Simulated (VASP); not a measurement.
# GdN (F-43m) in VASP: further runs

GdN is run at these levels: LDA+U; tasks: single point.

Program: VASP 6.6.1. These are calculated values, not measurements. Logs are shortened: lines on timing, memory, paths and dates and some standing lists are left out, and cuts for length are marked.

**1. The cell of the first run**

Symmetry: F-43m, No. 216, cubic system. Conventional cell: a = 5.459 Å, b = 5.459 Å, c = 5.459 Å, α = 90.00°, β = 90.00°, γ = 90.00°. Within 3.1 Å of Gd (site symmetry -43m) lie 4 N at 2.36 Å. Within 3.1 Å of N (site symmetry -43m) lie 4 Gd at 2.36 Å.

**2. Single point, LDA+U, collinear spin, ferromagnetic start**

The input, INCAR:

```
SYSTEM = GdN
PREC = Accurate
ENCUT = 600
EDIFF = 1E-6
ISMEAR = 0
SIGMA = 0.05
LREAL = .False.
LASPH = .True.
NELM = 200
ALGO = Normal
ISIF = 2
LWAVE = .False.
LCHARG = .True.
ISPIN = 2
MAGMOM = 7 0
LORBIT = 11
LMAXMIX = 6
LDAU = .True.
LDAUTYPE = 2
LDAUL = 3 -1
LDAUU = 8 0
LDAUJ = 0 0
LDAUPRINT = 1
GGA = CA
LELF = .True.
LVHAR = .True.
NBANDS = 22
GGA_COMPAT = .False.
```

The input, KPOINTS:

```
regular mesh
0
Gamma
  6 6 6
  0 0 0
```

The input, POSCAR:

```
GdN
1.0
    0.0000000000      2.7293320800      2.7293320800
    2.7293320800      0.0000000000      2.7293320800
    2.7293320800      2.7293320800      0.0000000000
Gd N
1 1
Direct
    0.0000000000      0.0000000000      0.0000000000
    0.2500000000      0.2500000000      0.2500000000
```

Potentials or basis: VASP PAW PBE potentials, release 64 (Gd, N).

Launch:

```bash
$ cat potpaw_PBE.64/Gd/POTCAR potpaw_PBE.64/N/POTCAR > POTCAR
$ mpirun -np 1 vasp_std > vasp.out
```

OUTCAR:

```text
SYSTEM = GdN
   PREC = Accurate
   ENCUT = 600
   EDIFF = 1E-6
   ISMEAR = 0
   LREAL = .False.
   LASPH = .True.
   NELM = 200
   ISIF = 2
   ISPIN = 2
   LORBIT = 11
   GGA = CA

 ion  position               nearest neighbor table
   1  0.000  0.000  0.000-   2 2.36   2 2.36   2 2.36   2 2.36
   2  0.250  0.250  0.250-   1 2.36   1 2.36   1 2.36   1 2.36

  LATTYP: Found a face centered cubic cell.
 ALAT       =     5.4586641600

  Lattice vectors:

 A1 = (   0.0000000000,   2.7293320800,   2.7293320800)
 A2 = (   2.7293320800,   0.0000000000,   2.7293320800)
 A3 = (   2.7293320800,   2.7293320800,   0.0000000000)

Analysis of symmetry for initial positions (statically):
=====================================================================
 Subroutine PRICEL returns:
 Original cell was already a primitive cell.

 Routine SETGRP: Setting up the symmetry group for a
 face centered cubic supercell.

 Subroutine GETGRP returns: Found 24 space group operations
 (whereof 24 operations were pure point group operations)
 out of a pool of 48 trial point group operations.

The static configuration has the point symmetry T_d .

Analysis of symmetry for dynamics (positions and initial velocities):
=====================================================================
 Subroutine PRICEL returns:
 Original cell was already a primitive cell.

 Routine SETGRP: Setting up the symmetry group for a
 face centered cubic supercell.

 Subroutine GETGRP returns: Found 24 space group operations
 (whereof 24 operations were pure point group operations)
 out of a pool of 48 trial point group operations.

The dynamic configuration has the point symmetry T_d .

Analysis of structural, dynamic, and magnetic symmetry:
=====================================================================
 Subroutine PRICEL returns:
 Original cell was already a primitive cell.

 Routine SETGRP: Setting up the symmetry group for a
 face centered cubic supercell.

 Subroutine GETGRP returns: Found 24 space group operations
 (whereof 24 operations were pure point group operations)
 out of a pool of 48 trial point group operations.

The overall configuration has the point symmetry T_d .

 Subroutine INISYM returns: Found 24 space group operations
 (whereof 24 operations are pure point group operations),
 and found     1 'primitive' translations

----------------------------------------------------------------------------------------

                                     Primitive cell

  volume of cell :      40.6630

  direct lattice vectors                    reciprocal lattice vectors
     0.000000000  2.729332080  2.729332080    -0.183195004  0.183195004  0.183195004
     2.729332080  0.000000000  2.729332080     0.183195004 -0.183195004  0.183195004
     2.729332080  2.729332080  0.000000000     0.183195004  0.183195004 -0.183195004

  length of vectors
     3.859858444  3.859858444  3.859858444     0.317303054  0.317303054  0.317303054

  position of ions in fractional coordinates (direct lattice)
     0.000000000  0.000000000  0.000000000
     0.250000000  0.250000000  0.250000000

  ion indices of the primitive-cell ions
   primitive index   ion index
                 1           1
                 2           2

----------------------------------------------------------------------------------------

 KPOINTS: regular mesh

Automatic generation of k-mesh.
 Grid dimensions read from file:
 generate k-points for:    6    6    6

 Generating k-lattice:

  Cartesian coordinates                     Fractional coordinates (reciprocal lattice)
    -0.030532501  0.030532501  0.030532501     0.166666667  0.000000000  0.000000000
[... 61 lines left out ...]
   NELECT =      23.0000    total number of electrons
   NUPDOWN=      -1.0000    fix difference up-down
   EMIN   =  10.00;   EMAX   =-10.00  energy-range for DOS
   EFERMI =   0.00;   METHOD = LEGACY
   ISMEAR =     0;   SIGMA  =   0.05  broadening in eV -4-tet -1-fermi 0-gaus
   EFERMI_NEDOS =   21; number of points for ismear=-14 and -15
   IALGO  =     38    algorithm
   IMIX   =      4    mixing-type and parameters
     AMIX     =   0.40;   BMIX     =  1.00
     AMIX_MAG =   1.60;   BMIX_MAG =  1.00
  volume/ion in A,a.u.               =      20.33       137.20
  Fermi-wavevector in a.u.,A,eV,Ry     =   1.353893  2.558487 24.939843  1.833027
  Thomas-Fermi vector in A             =   2.481110
   LORBIT       =     11    0 simple, 1 ext, 2 COOP (PROOUT), +10 PAW based schemes
 LDA+U is selected, type is set to LDAUTYPE =  2
   angular momentum for each species LDAUL =     3   -1
   U (eV)           for each species LDAUU =   8.0  0.0
   J (eV)           for each species LDAUJ =   0.0  0.0
   GGA     = CA    functional components
   LHFCALC =     F    Hartree Fock is set to
   AEXX    =    0.0000 exact exchange contribution
   IVDW    =     0    specifies the selected vdW correction
   LEPSILON=     F    determine dielectric tensor
   LRPA    =     F    only Hartree local field effects (RPA)
 spin polarized calculation
 Gauss-broadening in eV      SIGMA  =   0.05
  energy-cutoff  :      600.00
  volume of cell :       40.66
 maximum number of plane-waves:      1380
   NGX = 15   NGY = 15   NGZ = 15

atom =   1  type =  1  l = 3

 onsite density matrix

spin component  1

  0.9919  0.0000 -0.0005  0.0000 -0.0000  0.0000  0.0000
  0.0000  0.9905 -0.0000  0.0000  0.0000  0.0000  0.0000
 -0.0005 -0.0000  0.9921  0.0000  0.0000 -0.0000 -0.0000
  0.0000  0.0000  0.0000  0.9915 -0.0000  0.0000  0.0000
 -0.0000  0.0000  0.0000 -0.0000  0.9921  0.0000  0.0005
  0.0000  0.0000 -0.0000  0.0000  0.0000  0.9925 -0.0000
  0.0000  0.0000 -0.0000  0.0000  0.0005 -0.0000  0.9919

spin component  2

  0.0041 -0.0000 -0.0008 -0.0000  0.0000 -0.0000  0.0000
 -0.0000  0.0063 -0.0000  0.0000 -0.0000 -0.0000  0.0000
 -0.0008 -0.0000  0.0045  0.0000 -0.0000 -0.0000  0.0000
 -0.0000  0.0000  0.0000  0.0034 -0.0000 -0.0000 -0.0000
  0.0000 -0.0000 -0.0000 -0.0000  0.0045  0.0000  0.0008
 -0.0000 -0.0000 -0.0000 -0.0000  0.0000  0.0052  0.0000
  0.0000  0.0000  0.0000 -0.0000  0.0008  0.0000  0.0041

 occupancies and eigenvectors

  o =  0.0034  v =  0.0000  0.0000  0.0000  0.0000  0.0000  0.0000  0.0000  0.7906  0.0000  0.6124 -0.0000  0.0000  0.0000 -0.0001      0.0000  0.0000  0.0000  0.0000  0.0000  0.0000  0.0000  0.0000  0.0000  0.0000  0.0000  0.0000  0.0000  0.0000
  o =  0.0034  v =  0.0000  0.0000  0.0000  0.0000  0.0000  0.0000  0.0000 -0.0001  0.0000 -0.0000 -0.0002  0.6124 -0.0000 -0.7906      0.0000  0.0000  0.0000  0.0000  0.0000  0.0000  0.0000  0.0000  0.0000  0.0000  0.0000  0.0000  0.0000  0.0000
  o =  0.0034  v =  0.0000  0.0000  0.0000  0.0000  0.0000  0.0000  0.0000  0.0000 -0.0000  0.0000  1.0000  0.0001  0.0000 -0.0001      0.0000  0.0000  0.0000  0.0000  0.0000  0.0000  0.0000  0.0000  0.0000  0.0000  0.0000  0.0000  0.0000  0.0000
  o =  0.0052  v =  0.0000  0.0000  0.0000  0.0000  0.0000  0.0000  0.0000 -0.6124  0.0000  0.7906  0.0000 -0.0000  0.0000  0.0000      0.0000  0.0000  0.0000  0.0000  0.0000  0.0000  0.0000  0.0000  0.0000  0.0000  0.0000  0.0000  0.0000  0.0000
  o =  0.0052  v =  0.0000  0.0000  0.0000  0.0000  0.0000  0.0000  0.0000  0.0000  0.0000 -0.0000 -0.0000 -0.7906  0.0017 -0.6124      0.0000  0.0000  0.0000  0.0000  0.0000  0.0000  0.0000  0.0000  0.0000  0.0000  0.0000  0.0000  0.0000  0.0000
  o =  0.0052  v =  0.0000  0.0000  0.0000  0.0000  0.0000  0.0000  0.0000  0.0000 -0.0000  0.0000  0.0000 -0.0013 -1.0000 -0.0010      0.0000  0.0000  0.0000  0.0000  0.0000  0.0000  0.0000  0.0000  0.0000  0.0000  0.0000  0.0000  0.0000  0.0000
  o =  0.0063  v =  0.0000  0.0000  0.0000  0.0000  0.0000  0.0000  0.0000  0.0000  1.0000 -0.0000  0.0000  0.0000 -0.0000  0.0000      0.0000  0.0000  0.0000  0.0000  0.0000  0.0000  0.0000  0.0000  0.0000  0.0000  0.0000  0.0000  0.0000  0.0000
  o =  0.9905  v = -0.0000  1.0000 -0.0000 -0.0000 -0.0000 -0.0000 -0.0000  0.0000  0.0000  0.0000  0.0000  0.0000  0.0000  0.0000      0.0000  0.0000  0.0000  0.0000  0.0000  0.0000  0.0000  0.0000  0.0000  0.0000  0.0000  0.0000  0.0000  0.0000
  o =  0.9915  v = -0.0001  0.0000 -0.0001  1.0000 -0.0035 -0.0000  0.0045  0.0000  0.0000  0.0000  0.0000  0.0000  0.0000  0.0000      0.0000  0.0000  0.0000  0.0000  0.0000  0.0000  0.0000  0.0000  0.0000  0.0000  0.0000  0.0000  0.0000  0.0000
  o =  0.9915  v = -0.0001 -0.0000 -0.0000  0.0057  0.6124  0.0000 -0.7906  0.0000  0.0000  0.0000  0.0000  0.0000  0.0000  0.0000      0.0000  0.0000  0.0000  0.0000  0.0000  0.0000  0.0000  0.0000  0.0000  0.0000  0.0000  0.0000  0.0000  0.0000
  o =  0.9915  v =  0.7906  0.0000  0.6124  0.0001  0.0000 -0.0000 -0.0001  0.0000  0.0000  0.0000  0.0000  0.0000  0.0000  0.0000      0.0000  0.0000  0.0000  0.0000  0.0000  0.0000  0.0000  0.0000  0.0000  0.0000  0.0000  0.0000  0.0000  0.0000
  o =  0.9925  v = -0.0001  0.0000  0.0001  0.0000 -0.0156  0.9998 -0.0121  0.0000  0.0000  0.0000  0.0000  0.0000  0.0000  0.0000      0.0000  0.0000  0.0000  0.0000  0.0000  0.0000  0.0000  0.0000  0.0000  0.0000  0.0000  0.0000  0.0000  0.0000
  o =  0.9925  v =  0.0000  0.0000 -0.0000 -0.0000  0.7904  0.0197  0.6123  0.0000  0.0000  0.0000  0.0000  0.0000  0.0000  0.0000      0.0000  0.0000  0.0000  0.0000  0.0000  0.0000  0.0000  0.0000  0.0000  0.0000  0.0000  0.0000  0.0000  0.0000
  o =  0.9925  v = -0.6124  0.0000  0.7906  0.0000  0.0000 -0.0001  0.0000  0.0000  0.0000  0.0000  0.0000  0.0000  0.0000  0.0000      0.0000  0.0000  0.0000  0.0000  0.0000  0.0000  0.0000  0.0000  0.0000  0.0000  0.0000  0.0000  0.0000  0.0000

 number of electron      23.0000003 magnetization       7.0000004

 Free energy of the ion-electron system (eV)
  ---------------------------------------------------
  ext. energy  EPLUGINS =         0.00000000
  ---------------------------------------------------
  free energy    TOTEN  =       -23.07054673 eV

  energy without entropy =      -23.07054673  energy(sigma->0) =      -23.07054673

 E-fermi :   1.6997     XC(G=0): -10.3470

 val. band max:        1.3503057600   @ k =  -0.3333   0.5000   0.1667
 cond. band min:       2.8379778263   @ k =   0.0000   0.0000   0.0000
 fundamental gap:      1.4876720664
 Fermi energy:         1.6997100423

 spin component 1

 k-point     1 :       0.0000    0.0000    0.0000
  band No.  band energies     occupation
      1     -41.7063      1.00000
      2     -19.0902      1.00000
      3     -19.0902      1.00000
      4     -19.0902      1.00000
      5     -10.2990      1.00000
      6      -5.4789      1.00000
[... 389 lines left out ...]
     21      12.3203      0.00000
     22      12.4929      0.00000
 Fermi energy:         1.6997100423

 spin component 2

 k-point     1 :       0.0000    0.0000    0.0000
  band No.  band energies     occupation
      1     -38.8384      1.00000
      2     -16.9877      1.00000
      3     -16.9877      1.00000
      4     -16.9877      1.00000
      5     -10.2143      1.00000
      6      -0.1773      1.00000
[... 389 lines left out ...]
     21      13.0926      0.00000
     22      13.1887      0.00000

------------------------ aborting loop because EDIFF is reached ----------------------------------------

  FORCE on cell =-STRESS in cart. coord.  units (eV):
  Direction    XX          YY          ZZ          XY          YZ          ZX
  --------------------------------------------------------------------------------------
  -------------------------------------------------------------------------------------
  Total       -2.6735258     -2.6735258     -2.6735258      0.0000000      0.0000000      0.0000000
  in kB     -105.3406079   -105.3406079   -105.3406079      0.0000000      0.0000000      0.0000000
  external PRESSURE =    -105.3406079 kB  Pullay stress =       0.0000000 kB

 VOLUME and BASIS-vectors are now :
 -----------------------------------------------------------------------------
  energy-cutoff  :      600.00
  volume of cell :       40.66
      direct lattice vectors                 reciprocal lattice vectors
     0.000000000  2.729332080  2.729332080    -0.183195004  0.183195004  0.183195004
     2.729332080  0.000000000  2.729332080     0.183195004 -0.183195004  0.183195004
     2.729332080  2.729332080  0.000000000     0.183195004  0.183195004 -0.183195004

 POSITION                                       TOTAL-FORCE (eV/Angst)
 -----------------------------------------------------------------------------------
      0.00000      0.00000      0.00000         0.000000      0.000000      0.000000
      1.36467      1.36467      1.36467        -0.000000     -0.000000     -0.000000
 -----------------------------------------------------------------------------------
    total drift:                                0.000000      0.000000      0.000000

  FREE ENERGIE OF THE ION-ELECTRON SYSTEM (eV)
  ---------------------------------------------------
  free  energy   TOTEN  =       -23.0705467290 eV

  energy  without entropy=      -23.0705467290  energy(sigma->0) =      -23.07054673

 total charge

# of ion       s       p       d       f       tot
--------------------------------------------------
    1        2.040   5.595   0.573   6.968  15.176
    2        1.236   2.361   0.000   0.000   3.597
--------------------------------------------------
tot          3.275   7.957   0.573   6.968  18.773

 magnetization (x)

# of ion       s       p       d       f       tot
--------------------------------------------------
    1       -0.000  -0.064   0.051   6.905   6.893
    2       -0.008  -0.069   0.000   0.000  -0.077
--------------------------------------------------
tot         -0.008  -0.133   0.051   6.905   6.815
```

Run time: 39 s. Hardware: 1 thread of Intel Xeon 6975P-C, shared host; peak memory 0.19 GiB.

Results:

```
Free energy                                           : -23.0705 eV
Pressure                                              : -10.5 GPa
Band gap on the k mesh                                : 1.49 eV, indirect (least direct gap 1.81 eV)
Net moment                                            : 7.00 μB per cell
Site moments                                          : Gd +6.89; N -0.08 μB
Valence electrons inside the program's atomic spheres : Gd 15.18; N 3.60
```

Levels at points of the mesh, in eV from the valence-band top:
Spin up:
```csv
k point,band 12,band 13,band 14,band 15,band 16,band 17,band 18,band 19
"(0.00, 0.00, 0.00)",-6.70,-1.61,-1.61,-1.61,1.51,4.75,4.75,7.86
"(0.50, 0.00, 0.00)",-6.74,-1.52,-1.12,-1.12,3.76,5.08,5.08,6.02
"(0.50, 0.50, 0.00)",-6.73,-2.61,-0.03,-0.03,1.88,4.53,6.27,6.83
```
Spin down:
| k point | band 4 | band 5 | band 6 | band 7 | band 8 | band 9 | band 10 | band 11 | band 12 | band 13 |
| --- | --- | --- | --- | --- | --- | --- | --- | --- | --- | --- |
| (0.00, 0.00, 0.00) | -18.34 | -11.56 | -1.53 | -1.53 | -1.53 | 1.49 | 5.57 | 5.57 | 5.64 | 5.64 |
| (0.50, 0.00, 0.00) | -18.43 | -10.75 | -1.30 | -1.04 | -1.04 | 3.75 | 5.21 | 5.28 | 5.28 | 5.98 |
| (0.50, 0.50, 0.00) | -18.57 | -10.47 | -2.50 | 0.00 | 0.00 | 2.38 | 4.55 | 5.80 | 5.87 | 5.87 |

Eigenvalues of the final occupation matrices:
```csv
site,spin,trace,eigenvalues
site 1 f,1,6.94,0.99 0.99 0.99 0.99 0.99 0.99 0.99
site 1 f,2,0.03,0.00 0.00 0.00 0.01 0.01 0.01 0.01
```

Caveat: the PAW data sets were made with another functional, which shifts forces and pressure a little; spin-orbit coupling is left out, which moves the levels of the heavy elements; a cell with one magnetic atom can't hold antiferromagnetic order, which such compounds often take. A k mesh can miss the band edges.

[end of part 1 of 3]
